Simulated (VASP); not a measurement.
Input of a VASP 6.6.1 run:

The input POSCAR:

```
Hf
1.0
    2.3695485923      0.0000000000      0.0000000000
   -1.1847742961      2.0520892764      0.0000000000
    0.0000000000      0.0000000000      4.1382360720
Hf
2
Direct
    0.3333333333      0.6666666667      0.2500000000
    0.6666666667      0.3333333333      0.7500000000
```

The input INCAR.step1:

```
PREC = Accurate
ENCUT = 520
ISMEAR = -1
SIGMA = 0.1
LREAL = F
LASPH = T
NELM = 100
NBANDS = 17
GGA = PE
ALGO = Normal
EDIFF = 1E-4
LWAVE = T
LCHARG = F
```

The input INCAR.step2:

```
PREC = Accurate
ENCUT = 520
EDIFF = 1E-6
ISMEAR = -1
SIGMA = 0.1
LREAL = F
LASPH = T
NELM = 100
ALGO = Normal
ISIF = 2
LWAVE = F
LCHARG = F
METAGGA = R2SCAN
LMIXTAU = T
NBANDS = 17
ISTART = 1
```

The input KPOINTS:

```
regular mesh
0
Gamma
  14 14 8
```

Potentials or basis: VASP PAW PBE potentials, release 64 (Hf_pv).

Launch:

```console
$ cat potpaw_PBE.64/Hf_pv/POTCAR > POTCAR
$ cp INCAR.step1 INCAR
$ mpirun -np 1 vasp_std > vasp.out
$ cp INCAR.step2 INCAR
$ mpirun -np 1 vasp_std > vasp.out
```

(1) What does it give for the band gap on the k mesh?

(2) Estimate the pressure.

## Answers

(1) zero (band 10 reaches 13.20 eV, above the bottom of band 11 at 11.13 eV).

(2) 333.2 GPa.

Caveat: the PAW data sets were made with another functional, which shifts forces and pressure a little; spin-orbit coupling is left out, which moves the levels of the heavy elements.
